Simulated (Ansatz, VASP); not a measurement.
# One calculation of MoH6, two programs

```xyz
7
Lattice="3.4726 0.0000 0.0000 0.0000 3.4726 0.0000 0.0000 0.0000 3.4726" Properties=species:S:1:pos:R:3 pbc="T T T"
H     1.7363    0.0000    0.0000
H     0.0000    1.7363    0.0000
H     0.0000    0.0000    1.7363
H     0.0000    1.7363    1.7363
H     1.7363    0.0000    1.7363
H     1.7363    1.7363    0.0000
Mo    1.7363    1.7363    1.7363
```

Alike in both runs: functional PBE; k mesh 3 × 3 × 3; occupations gaussian, width 0.15 eV; no spin polarisation.

Ansatz relaxed the structure, and its values are those at the end. VASP's run is a single point on that final structure, the one shown.

|  | VASP | Ansatz |
| --- | --- | --- |
| version | VASP 6.6.1 | Ansatz 0.2.0 |
| potentials or method | VASP PAW PBE potentials, release 64 (H, Mo_sv), cutoff 500 eV | scalar-relativistic, plane waves, PAW |
| valence electrons in the cell | 20 | 20 |

|  | VASP | Ansatz | Ansatz less VASP |
| --- | --- | --- | --- |
| gap on the k mesh at the Fermi level (eV) | none | none | - |
| pressure (GPa) | -0.4 | -0.2 | +0.14 |

A gap of «none» marks a metal or a gap that the smearing closes.

The k mesh is coarse, so the values compare programs but aren't converged.
